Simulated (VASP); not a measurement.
# Zn in VASP: a series of runs

Runs on Zn. Level: PBE. Tasks: single point.

All numbers are computed with VASP 6.6.1; they aren't measurements. Logs are shortened: lines on timing, memory, paths and dates and some standing lists are left out, and cuts for length are marked.

### 1 The cell of the first run

The typed cell holds 4 atoms: a = 3.849 Å, b = 3.849 Å, c = 3.849 Å, α = 90.00°, β = 90.00°, γ = 90.00°.

### 2 Single point, PBE (volume scaled by 0.94, then relaxed in part)

Input file INCAR:

```
SYSTEM = Zn
ALGO = Fast
EDIFF = 1E-7
ENCUT = 520
GGA = PE
ISIF = 2
ISMEAR = 0
LASPH = .True.
LCHARG = .True.
LELF = .True.
LREAL = .False.
LVHAR = .True.
LWAVE = .False.
NBANDS = 32
NELM = 100
PREC = Accurate
SIGMA = 0.1
```

Input file KPOINTS:

```
k-points
0
Gamma
  12 12 12
  0 0 0
```

Input file POSCAR:

```
Zn
1.0
    3.8485206300      0.0000000000      0.0000000000
    0.0000000000      3.8485206300      0.0000000000
    0.0000000000      0.0000000000      3.8485206300
Zn
4
Direct
   -0.0000143069     -0.0000143069     -0.0000143069
    0.5000143069      1.0000143069      0.4999856931
    0.4999856931      0.5000143069      1.0000143069
    1.0000143069      0.4999856931      0.5000143069
```

Potentials or basis: VASP PAW PBE potentials, release 64 (Zn).

Command:

```console
> cat potpaw_PBE.64/Zn/POTCAR > POTCAR
> mpirun -np 1 vasp_std > vasp.out
```

OUTCAR:

```text
SYSTEM = Zn
   EDIFF = 1E-7
   ENCUT = 520
   GGA = PE
   ISIF = 2
   ISMEAR = 0
   LASPH = .True.
   LREAL = .False.
   NELM = 100
   PREC = Accurate

 ion  position               nearest neighbor table
   1  1.000  1.000  1.000-   2 2.72   3 2.72   4 2.72   2 2.72   4 2.72   3 2.72   3 2.72   4 2.72
                             4 2.72   2 2.72   3 2.72   2 2.72
   2  0.500  0.000  0.500-   1 2.72   3 2.72   4 2.72   1 2.72   3 2.72   4 2.72   3 2.72   4 2.72
                             1 2.72   3 2.72   1 2.72   4 2.72
   3  0.500  0.500  0.000-   1 2.72   2 2.72   4 2.72   4 2.72   2 2.72   1 2.72   4 2.72   1 2.72
                             4 2.72   2 2.72   2 2.72   1 2.72
   4  0.000  0.500  0.500-   1 2.72   2 2.72   3 2.72   3 2.72   1 2.72   2 2.72   1 2.72   1 2.72
                             2 2.72   2 2.72   3 2.72   3 2.72

  LATTYP: Found a simple cubic cell.
 ALAT       =     3.8485206300

  Lattice vectors:

 A1 = (   3.8485206300,   0.0000000000,   0.0000000000)
 A2 = (   0.0000000000,   3.8485206300,   0.0000000000)
 A3 = (   0.0000000000,   0.0000000000,   3.8485206300)

Analysis of symmetry for initial positions (statically):
=====================================================================
 Subroutine PRICEL returns:
 Original cell was already a primitive cell.

 Routine SETGRP: Setting up the symmetry group for a
 simple cubic supercell.

 Subroutine GETGRP returns: Found 12 space group operations
 (whereof  3 operations were pure point group operations)
 out of a pool of 48 trial point group operations.

The static configuration has the point symmetry C_3 .
 The point group associated with its full space group is T   .

Analysis of symmetry for dynamics (positions and initial velocities):
=====================================================================
 Subroutine PRICEL returns:
 Original cell was already a primitive cell.

 Routine SETGRP: Setting up the symmetry group for a
 simple cubic supercell.

 Subroutine GETGRP returns: Found 12 space group operations
 (whereof  3 operations were pure point group operations)
 out of a pool of 48 trial point group operations.

The dynamic configuration has the point symmetry C_3 .
 The point group associated with its full space group is T   .

 Subroutine INISYM returns: Found 12 space group operations
 (whereof  3 operations are pure point group operations),
 and found     1 'primitive' translations

----------------------------------------------------------------------------------------

                                     Primitive cell

  volume of cell :      57.0009

  direct lattice vectors                    reciprocal lattice vectors
     3.848520630  0.000000000  0.000000000     0.259840104  0.000000000  0.000000000
     0.000000000  3.848520630  0.000000000     0.000000000  0.259840104  0.000000000
     0.000000000  0.000000000  3.848520630     0.000000000  0.000000000  0.259840104

  length of vectors
     3.848520630  3.848520630  3.848520630     0.259840104  0.259840104  0.259840104

  position of ions in fractional coordinates (direct lattice)
     0.999985693  0.999985693  0.999985693
     0.500014307  0.000014307  0.499985693
     0.499985693  0.500014307  0.000014307
     0.000014307  0.499985693  0.500014307

  ion indices of the primitive-cell ions
   primitive index   ion index
                 1           1
                 2           2
                 3           3
                 4           4

----------------------------------------------------------------------------------------

 KPOINTS: k-points

Automatic generation of k-mesh.
 Grid dimensions read from file:
 generate k-points for:   12   12   12

 Generating k-lattice:

  Cartesian coordinates                     Fractional coordinates (reciprocal lattice)
     0.021653342  0.000000000  0.000000000     0.083333333  0.000000000  0.000000000
     0.000000000  0.021653342  0.000000000     0.000000000  0.083333333  0.000000000
     0.000000000  0.000000000  0.021653342     0.000000000  0.000000000  0.083333333

  Length of vectors
     0.021653342  0.021653342  0.021653342

  Shift w.r.t. Gamma in fractional coordinates (k-lattice)
     0.000000000  0.000000000  0.000000000

 Subroutine IBZKPT returns following result:
 ===========================================

 Found    119 irreducible k-points:

 Following reciprocal coordinates:
            Coordinates               Weight
  0.000000  0.000000  0.000000      1.000000
  0.083333  0.000000  0.000000      6.000000
  0.166667  0.000000  0.000000      6.000000
  0.250000  0.000000  0.000000      6.000000
  0.333333  0.000000  0.000000      6.000000
  0.416667  0.000000  0.000000      6.000000
[... 16 lines left out ...]
 -0.166667  0.333333  0.000000     12.000000
  0.416667  0.166667  0.000000     12.000000
 [... further k-points ...]
   k-points           NKPTS =    119   k-points in BZ     NKDIM =    119   number of bands    NBANDS=     32
[... 53 lines left out ...]
 maximum number of plane-waves:      1568
 NGX is ok and might be reduce to    30
   NGX = 15   NGY = 15   NGZ = 15

 number of electron      47.9999910 magnetization

 Free energy of the ion-electron system (eV)
  ---------------------------------------------------
  ext. energy  EPLUGINS =         0.00000000
  ---------------------------------------------------
  free energy    TOTEN  =        -4.28236646 eV

  energy without entropy =       -4.27547627  energy(sigma->0) =       -4.27892136

 E-fermi :   3.5190     XC(G=0): -11.9086

 val. band max:        3.5019996136   @ k =  -0.2500   0.4167   0.1667
 cond. band min:       3.5211032123   @ k =  -0.1667   0.3333   0.0833
 fundamental gap:      0.0191035987
 Fermi energy:         3.5189554897

 k-point     1 :       0.0000    0.0000    0.0000
  band No.  band energies     occupation
      1      -7.3237      2.00000
      2      -5.0424      2.00000
      3      -5.0424      2.00000
      4      -5.0424      2.00000
      5      -4.9436      2.00000
      6      -4.9436      2.00000
[... 24 lines left out ...]
     31      12.2941      0.00000
     32      12.2941      0.00000

 k-point     2 :       0.0833    0.0000    0.0000
  band No.  band energies     occupation
      1      -7.2505      2.00000
      2      -5.0300      2.00000
      3      -5.0214      2.00000
      4      -5.0214      2.00000
      5      -4.9319      2.00000
      6      -4.9276      2.00000
[... 24 lines left out ...]
     31      11.8758      0.00000
     32      12.3889      0.00000

 k-point     3 :       0.1667    0.0000    0.0000
  band No.  band energies     occupation
      1      -7.0326      2.00000
      2      -4.9956      2.00000
      3      -4.9614      2.00000
      4      -4.9614      2.00000
      5      -4.8978      2.00000
      6      -4.8795      2.00000
[... 24 lines left out ...]
     31      10.9599      0.00000
     32      12.6709      0.00000

 k-point     4 :       0.2500    0.0000    0.0000
  band No.  band energies     occupation
      1      -6.6764      2.00000
      2      -4.9489      2.00000
      3      -4.8724      2.00000
      4      -4.8724      2.00000
      5      -4.8433      2.00000
      6      -4.7994      2.00000
[... 24 lines left out ...]
     31      10.0609      0.00000
     32      13.1339      0.00000

 k-point     5 :       0.3333    0.0000    0.0000
  band No.  band energies     occupation
      1      -6.1989      2.00000
      2      -4.9122      2.00000
      3      -4.7723      2.00000
      4      -4.7720      2.00000
      5      -4.7720      2.00000
      6      -4.6878      2.00000
[... 584 lines left out ...]
     31      11.2841      0.00000
     32      11.7227      0.00000

 k-point    22 :       0.3333    0.1667    0.0000
  band No.  band energies     occupation
      1      -5.9458      2.00000
      2      -4.8088      2.00000
      3      -4.7624      2.00000
      4      -4.7234      2.00000
      5      -4.7103      2.00000
      6      -4.6587      2.00000
[... 24 lines left out ...]
     31      12.0637      0.00000
     32      12.0912      0.00000

 k-point    23 :      -0.1667    0.3333    0.0000
  band No.  band energies     occupation
      1      -5.9458      2.00000
      2      -4.8088      2.00000
      3      -4.7624      2.00000
      4      -4.7234      2.00000
      5      -4.7103      2.00000
      6      -4.6587      2.00000
[... 24 lines left out ...]
     31      12.0637      0.00000
     32      12.0912      0.00000

 k-point    24 :       0.4167    0.1667    0.0000
  band No.  band energies     occupation
      1      -5.4318      2.00000
      2      -4.8164      2.00000
      3      -4.6628      2.00000
      4      -4.6481      2.00000
      5      -4.6214      2.00000
      6      -4.5269      2.00000
[... 24 lines left out ...]
     31      12.5615      0.00000
     32      12.9066      0.00000

 [... further k-points ...]

------------------------ aborting loop because EDIFF is reached ----------------------------------------

  FORCE on cell =-STRESS in cart. coord.  units (eV):
  Direction    XX          YY          ZZ          XY          YZ          ZX
  --------------------------------------------------------------------------------------
  -------------------------------------------------------------------------------------
  Total        1.9047082      1.9047082      1.9047082      0.0000000      0.0000000      0.0000000
  in kB       53.5374376     53.5374376     53.5374376      0.0000000      0.0000000      0.0000000
  external PRESSURE =      53.5374376 kB  Pullay stress =       0.0000000 kB

 VOLUME and BASIS-vectors are now :
 -----------------------------------------------------------------------------
  energy-cutoff  :      520.00
  volume of cell :       57.00
      direct lattice vectors                 reciprocal lattice vectors
     3.848520630  0.000000000  0.000000000     0.259840104  0.000000000  0.000000000
     0.000000000  3.848520630  0.000000000     0.000000000  0.259840104  0.000000000
     0.000000000  0.000000000  3.848520630     0.000000000  0.000000000  0.259840104

 POSITION                                       TOTAL-FORCE (eV/Angst)
 -----------------------------------------------------------------------------------
      3.84847      3.84847      3.84847         0.000179      0.000179      0.000179
      1.92432      0.00006      1.92421        -0.000179     -0.000179      0.000179
      1.92421      1.92432      0.00006         0.000179     -0.000179     -0.000179
      0.00006      1.92421      1.92432        -0.000179      0.000179     -0.000179
 -----------------------------------------------------------------------------------
    total drift:                                0.000000      0.000000      0.000000

  FREE ENERGIE OF THE ION-ELECTRON SYSTEM (eV)
  ---------------------------------------------------
  free  energy   TOTEN  =        -4.2823664573 eV

  energy  without entropy=       -4.2754762663  energy(sigma->0) =       -4.27892136
```

Wall time 7.7 min (1 thread of Intel Xeon Platinum 8259CL at 2.50GHz (Skylake/Cascade Lake), shared host); peak memory 0.27 GiB.

Results:

- Free energy: -4.2824 eV
- Pressure: 5.4 GPa
- Band gap on the k mesh: zero (band 24 reaches 5.83 eV, above the bottom of band 25 at 2.27 eV)

Levels at points of the mesh, in eV from the Fermi level:
| k point | band 22 | band 23 | band 24 | band 25 | band 26 | band 27 |
| --- | --- | --- | --- | --- | --- | --- |
| (0.00, 0.00, 0.00) | -1.13 | -1.13 | -1.13 | 1.99 | 1.99 | 1.99 |
| (0.50, 0.00, 0.00) | -6.95 | 2.31 | 2.31 | 2.31 | 2.31 | 3.51 |
| (0.50, 0.50, 0.00) | -4.70 | -4.70 | -4.70 | 5.29 | 5.29 | 5.29 |
| (0.50, 0.50, 0.50) | -3.15 | -3.15 | -3.15 | -1.25 | -1.25 | -1.25 |

Caveat: the cell differs from its parent crystal (volume scaled by 0.94, then relaxed in part).

### 3 Single point, PBE (volume scaled by 0.97, then relaxed in part)

Input file INCAR:

```
PREC = Accurate
ENCUT = 520
EDIFF = 1E-7
ISMEAR = 0
SIGMA = 0.1
LREAL = F
LASPH = T
NELM = 60
ALGO = Fast
ISIF = 2
LWAVE = F
LCHARG = F
GGA = PE
NBANDS = 32
```

Input file KPOINTS:

```
regular mesh
0
Gamma
  12 12 12
```

Input file POSCAR:

```
Zn
1.0
    3.8890343507      0.0000000000      0.0000000000
    0.0000000000      3.8890343507      0.0000000000
    0.0000000000      0.0000000000      3.8890343507
Zn
4
Direct
   -0.0000143069     -0.0000143069     -0.0000143069
    0.5000143069      1.0000143069      0.4999856931
    0.4999856931      0.5000143069      1.0000143069
    1.0000143069      0.4999856931      0.5000143069
```

Potentials or basis: VASP PAW PBE potentials, release 64 (Zn).

Command:

```console
> cat potpaw_PBE.64/Zn/POTCAR > POTCAR
> mpirun -np 1 vasp_std > vasp.out
```

Run time: 6.5 min. Hardware: 1 thread of Intel Xeon Platinum 8259CL at 2.50GHz (Skylake/Cascade Lake), shared host; peak memory 0.27 GiB.

It converged, with:

```yaml
Free_energy: -4.3272 eV
Pressure: 2.6 GPa
Band_gap_on_the_k_mesh: zero (band 24 reaches 5.58 eV, above the bottom of band 25 at 1.98 eV)
```

Levels at points of the mesh, in eV from the Fermi level:
| k point | band 21 | band 22 | band 23 | band 24 | band 25 | band 26 | band 27 | band 28 |
| --- | --- | --- | --- | --- | --- | --- | --- | --- |
| (0.00, 0.00, 0.00) | -6.89 | -1.04 | -1.04 | -1.04 | 1.88 | 1.88 | 1.88 | 8.62 |
| (0.50, 0.00, 0.00) | -6.89 | -6.89 | 2.30 | 2.30 | 2.30 | 2.30 | 3.33 | 3.33 |
| (0.50, 0.50, 0.00) | -4.62 | -4.62 | -4.62 | -4.62 | 5.20 | 5.20 | 5.20 | 5.20 |
| (0.50, 0.50, 0.50) | -3.00 | -3.00 | -3.00 | -3.00 | -1.30 | -1.30 | -1.30 | -1.30 |

Caveat: the cell differs from its parent crystal (volume scaled by 0.97, then relaxed in part).

### 4 Single point, PBE

This run uses another cell than the first one, of 15.16 Å³/atom, 1.064 times its volume.

Input file INCAR:

```
SYSTEM = Zn
PREC = Accurate
ENCUT = 520
EDIFF = 1E-6
ISMEAR = 0
SIGMA = 0.1
LREAL = .False.
LASPH = .True.
NELM = 60
ALGO = Fast
ISIF = 2
LWAVE = .False.
LCHARG = .False.
GGA = PE
NBANDS = 32
```

Input file KPOINTS:

```
Automatic mesh
0
Gamma
  12 12 12
  0 0 0
```

Input file POSCAR:

```
Zn
1.0
    3.9287211158      0.0000000000      0.0000000000
    0.0000000000      3.9287211158      0.0000000000
    0.0000000000      0.0000000000      3.9287211158
Zn
4
Direct
   -0.0000143069     -0.0000143069     -0.0000143069
    0.5000143069      1.0000143069      0.4999856931
    0.4999856931      0.5000143069      1.0000143069
    1.0000143069      0.4999856931      0.5000143069
```

Command:

```console
> cat potpaw_PBE.64/Zn/POTCAR > POTCAR
> mpirun -np 1 vasp_std > vasp.out
```

It took 5.8 min on 1 thread of Intel Xeon Platinum 8259CL at 2.50GHz (Skylake/Cascade Lake), shared host; peak memory 0.27 GiB.

The run converged. Its results:

- Free energy: -4.3436 eV
- Pressure: 0.4 GPa
- Band gap on the k mesh: zero (band 24 reaches 5.34 eV, above the bottom of band 25 at 1.71 eV)

Levels at points of the mesh, in eV from the Fermi level:
| k point | band 20 | band 21 | band 22 | band 23 | band 24 | band 25 | band 26 | band 27 | band 28 | band 29 |
| --- | --- | --- | --- | --- | --- | --- | --- | --- | --- | --- |
| (0.00, 0.00, 0.00) | -6.85 | -6.85 | -0.96 | -0.96 | -0.96 | 1.77 | 1.77 | 1.77 | 8.47 | 8.47 |
| (0.50, 0.00, 0.00) | -7.00 | -6.85 | -6.85 | 2.29 | 2.29 | 2.29 | 2.29 | 3.15 | 3.15 | 4.08 |
| (0.50, 0.50, 0.00) | -7.19 | -4.54 | -4.54 | -4.54 | -4.54 | 5.12 | 5.12 | 5.12 | 5.12 | 5.80 |
| (0.50, 0.50, 0.50) | -6.92 | -2.87 | -2.87 | -2.87 | -2.87 | -1.34 | -1.34 | -1.34 | -1.34 | 15.29 |

### 5 Single point, PBE (volume scaled by 1.03, then relaxed in part)

Input file INCAR:

```
SYSTEM = Zn
  ALGO = Fast
  EDIFF = 1E-6
  ENCUT = 520
  GGA = PE
  ISIF = 2
  ISMEAR = 0
  LASPH = .TRUE.
  LCHARG = .FALSE.
  LREAL = .FALSE.
  LWAVE = .FALSE.
  NBANDS = 32
  NELM = 100
  PREC = Accurate
  SIGMA = 0.1
```

Input file KPOINTS:

```
k-points
0
G
  12 12 12
  0 0 0
```

Input file POSCAR:

```
Zn
1.0
    3.9676218746      0.0000000000      0.0000000000
    0.0000000000      3.9676218746      0.0000000000
    0.0000000000      0.0000000000      3.9676218746
Zn
4
Direct
   -0.0000143069     -0.0000143069     -0.0000143069
    0.5000143069      1.0000143069      0.4999856931
    0.4999856931      0.5000143069      1.0000143069
    1.0000143069      0.4999856931      0.5000143069
```

Command:

```console
> cat potpaw_PBE.64/Zn/POTCAR > POTCAR
> mpirun -np 1 vasp_std > vasp.out
```

Wall time 6.6 min (1 thread of Intel Xeon Platinum 8259CL at 2.50GHz (Skylake/Cascade Lake), shared host); peak memory 0.28 GiB.

Results (log left out):

| Property | Result |
| --- | --- |
| Free energy | -4.3363 eV |
| Pressure | -1.5 GPa |
| Band gap on the k mesh | zero (band 24 reaches 5.12 eV, above the bottom of band 25 at 1.45 eV) |

Levels at points of the mesh, in eV from the Fermi level:
```csv
k point,band 20,band 21,band 22,band 23,band 24,band 25,band 26,band 27,band 28,band 29
"(0.00, 0.00, 0.00)",-6.81,-6.81,-0.88,-0.88,-0.88,1.66,1.66,1.66,8.32,8.32
"(0.50, 0.00, 0.00)",-6.90,-6.81,-6.81,2.27,2.27,2.27,2.27,2.98,2.98,4.03
"(0.50, 0.50, 0.00)",-7.13,-4.47,-4.47,-4.47,-4.47,5.04,5.04,5.04,5.04,5.65
"(0.50, 0.50, 0.50)",-6.88,-2.74,-2.74,-2.74,-2.74,-1.39,-1.39,-1.39,-1.39,14.95
```

Caveat: the cell differs from its parent crystal (volume scaled by 1.03, then relaxed in part).

### 6 Overview

| cell | further INCAR settings | gap on the mesh (eV) | pressure (GPa) |
| --- | --- | --- | --- |
| a = 3.849 Å, 4 atoms | ALGO = Fast; EDIFF = 1e-07; NBANDS = 32 | none | 5.4 |
| a = 3.889 Å, 4 atoms | ALGO = Fast; EDIFF = 1e-07; NBANDS = 32 | none | 2.6 |
| a = 3.929 Å, 4 atoms | ALGO = Fast; EDIFF = 1e-06; NBANDS = 32 | none | 0.4 |
| a = 3.968 Å, 4 atoms | ALGO = Fast; EDIFF = 1e-06; NBANDS = 32 | none | -1.5 |

Alike in all rows: task single point; level PBE; potentials or basis VASP PAW PBE potentials, release 64 (Zn); no spin polarisation; k mesh 12 × 12 × 12; cutoff (eV) 520; smearing gaussian 0.1 eV.

Absolute energies hang on the potentials; compare differences alone.
